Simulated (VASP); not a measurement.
Crystal: Ho2O.

```
Ho O
1.0
     4.39973   -2.51437    0.00000
     4.39973    2.51437    0.00000
    -3.16841    0.00000    5.16503
Ho O
4 2
Direct
  0.75286 0.57801 0.74045
  0.42199 0.24714 0.75955
  0.57801 0.75286 0.24045
  0.24714 0.42199 0.25955
  0.91523 0.08477 0.25000
  0.08477 0.91523 0.75000
```

The cell was generated, and may not be a known phase.

* Program: VASP 6.6.1
* Task: relaxation of cell and atoms
* Functional: PBE
* Potentials or basis: VASP PAW PBE potentials, release 64 (Ho_3, O), 4f in core
* Cutoff: 600 eV
* k mesh: 4 × 4 × 3
* Occupations: gaussian, width 0.2 eV
* Spin: no spin polarisation

At the start: pressure 3.4 GPa; volume 19.05 Å³/atom.

Problem. How do energy, volume and symmetry change on relaxing?

Solution. Over 28 steps the energy falls by 1781.1 meV/atom and the volume is 19.53 Å³/atom (+2.6 %); space group C2/c (No. 15, to 0.1 Å) before, Fddd (No. 70, to 0.1 Å).

Step by step:
```tsv
step	energy change (eV)	largest force (eV/Å)	pressure (GPa)	volume (Å³)
1	0.0000	1.5439	3.44	114.28
2	-1.1847	1.3973	-0.24	120.83
3	-2.1723	0.5601	-4.64	130.73
4	-2.8906	0.8440	-4.03	129.11
5	-3.3130	1.5814	-2.73	126.61
6	-4.3575	2.0438	-1.23	121.92
7	-6.0998	3.0010	10.72	104.97
8	-6.7421	2.5218	8.73	106.76
9	-7.3213	1.9417	6.34	109.97
10	-8.0005	1.8212	1.75	114.22
11	-8.8610	1.5463	-6.47	125.56
12	-8.9030	1.4740	-7.64	128.04
13	-9.4808	0.8677	-2.87	122.12
14	-9.5616	0.4789	0.34	119.10
15	-9.7204	0.4030	0.51	118.57
16	-10.1106	0.5596	1.64	116.66
17	-10.2234	1.2664	7.15	111.40
18	-10.3286	0.8777	4.32	113.75
19	-10.4601	0.7235	2.51	115.18
20	-10.5657	0.4944	-0.52	118.12
21	-10.5663	0.5058	-0.35	117.92
22	-10.5972	0.4438	-0.15	117.60
23	-10.6554	0.2885	0.51	116.63
24	-10.6166	0.2201	2.11	114.60
25	-10.6649	0.1989	0.98	115.99
26	-10.6775	0.1450	-0.05	117.01
27	-10.6800	0.1084	-0.74	117.73
28	-10.6864	0.0734	-0.36	117.19
```

Final structure:
```
Ho O
1.0
     5.22790   -3.31095   -0.51892
     5.22790    3.31095   -0.51892
    -4.86797    0.00000    3.86844
Ho O
4 2
Direct
  0.88990 0.63806 0.74862
  0.36194 0.11010 0.75138
  0.63806 0.88990 0.24862
  0.11010 0.36194 0.25139
  0.87753 0.12247 0.25000
  0.12247 0.87753 0.75000
```

Caveat: the k points lie up to 0.36 Å⁻¹ apart in the final cell, too coarse for converged energies and pressures of a metal; a cell axis changed by over 15 % at a fixed basis, so the end point is rough; the run has no spin polarisation, though such a crystal can be magnetic; the relaxation stopped at a loose force limit of 0.08 eV/Å, so its end isn't a converged minimum.
